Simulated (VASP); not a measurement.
Wanted: the native input for a VASP 6.6.1 run.

| Property | Result |
| --- | --- |
| Task | single point |
| Functional | PBE |
| Potentials or basis | VASP PAW PBE potentials, release 64 (Mg, S) |
| Cutoff | 520 eV |
| k mesh | 8 × 8 × 8 |
| Occupations | gaussian, width 0.01 eV |
| Spin | no spin polarisation |
| Dipole correction | no |
| Further INCAR settings | ALGO = Normal; EDIFF = 1e-07; NBANDS = 11 |

The structure of MgS lies in POSCAR:

```
MgS
1.0
    0.0000000000      2.6015179369      2.6015179369
    2.6015179369      0.0000000000      2.6015179369
    2.6015179369      2.6015179369      0.0000000000
Mg S
1 1
Direct
    0.0000000000      0.0000000000      0.0000000000
    0.5000000000      0.5000000000      0.5000000000
```

One way to write it, as run:

INCAR

```
PREC     = Accurate       # precision mode
ENCUT    = 520            # plane-wave cutoff, eV
EDIFF    = 1E-7           # SCF threshold, eV
ISMEAR   = 0              # smearing method
SIGMA    = 0.01           # smearing width, eV
LREAL    = F              # projectors in reciprocal space
LASPH    = T              # aspherical terms in the spheres
NELM     = 80             # most SCF steps
ALGO     = Normal         # electronic algorithm
ISIF     = 2              # what is computed and relaxed
LWAVE    = F              # write WAVECAR
LCHARG   = F              # write CHGCAR
GGA      = PE             # functional
NBANDS   = 11             # bands
```

KPOINTS

```
regular mesh
0
Gamma
  8 8 8
```

Potentials or basis: VASP PAW PBE potentials, release 64 (Mg, S).

Launch:

```console
$ cat potpaw_PBE.64/Mg/POTCAR potpaw_PBE.64/S/POTCAR > POTCAR
$ mpirun -np 1 vasp_std > vasp.out
```

Results of the run:

* Pressure: 0.9 GPa
* Band gap on the k mesh: 2.78 eV (least direct gap 3.71 eV)

Wall time 9.8 s on 1 thread of Intel(R) Xeon(R) Platinum 8375C CPU @ 2.90GHz (Ice Lake), with other jobs on the host, peak memory 0.15 GiB.
